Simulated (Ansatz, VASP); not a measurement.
**AlN in VASP and in Ansatz**

File INCAR:

```
ALGO = Normal
EDIFF = 1E-6
ENCUT = 600
GGA = PS
GGA_COMPAT = False
ISIF = 2
ISMEAR = 0
LASPH = True
LCHARG = False
LREAL = False
LWAVE = False
NBANDS = 16
NELM = 120
PREC = Accurate
SIGMA = 0.05
```

The input KPOINTS:

```
k-points
0
Gamma
  12 12 6
```

File POSCAR:

```
AlN
1.0
    3.1110021516      0.0000000000      0.0000000000
   -1.5555010758      2.6942068945      0.0000000000
    0.0000000000      0.0000000000      4.9780000000
Al N
2 2
Direct
    0.3333333333      0.6666666667      0.0000000000
    0.6666666667      0.3333333333      0.5000000000
    0.2369013846      0.6666666667      0.3850000000
    0.6666666667      0.3333333333      0.8850000000
```

Input for Ansatz:

```yaml
crystal:
  lattice:
    - [3.1110021516, 0.0, 0.0]
    - [-1.5555010758, 2.6942068945, 0.0]
    - [0.0, 0.0, 4.978]
  atoms:
    - { symbol: Al, position: [0.3333333333, 0.6666666667, 0.0] }
    - { symbol: Al, position: [0.6666666667, 0.3333333333, 0.5] }
    - { symbol: "N", position: [0.2369013846, 0.6666666667, 0.385] }
    - { symbol: "N", position: [0.6666666667, 0.3333333333, 0.885] }
basis:
  ecutwfc: 420
kpoints:
  mp_grid: { grid: [12, 12, 6] }
hamiltonian:
  xc: pbesol
scf:
  occupations: { method: gaussian, width: 0.05 }
output:
  forces: true
  stress: true
  eigenvalues: true
```

Alike in both runs: task single point; functional PBEsol; k mesh 12 × 12 × 6; occupations gaussian, width 0.05 eV; no spin polarisation.

|  | VASP | Ansatz |
| --- | --- | --- |
| version | VASP 6.6.1 | Ansatz 0.2.0 |
| potentials or method | VASP PAW PBE potentials, release 64 (Al, N), cutoff 600 eV | scalar-relativistic, plane waves, PAW |
| valence electrons in the cell | 16 | 16 |

```tsv
	VASP	Ansatz	Ansatz less VASP
gap on the k mesh at the Fermi level (eV)	3.76	3.74	-0.015
least direct gap on the mesh (eV)	3.76	3.74	-0.015
pressure (GPa)	7.0	7.0	0.00
traceless stress, the component that is largest in VASP (GPa)	15.50	15.20	-0.300
rms of the force components (eV/Å)	2.548	2.510	-0.0382
```

VASP's potentials were made for PBE, not for PBEsol. Atom by atom the forces differ by 0.038 eV/Å (rms over components).
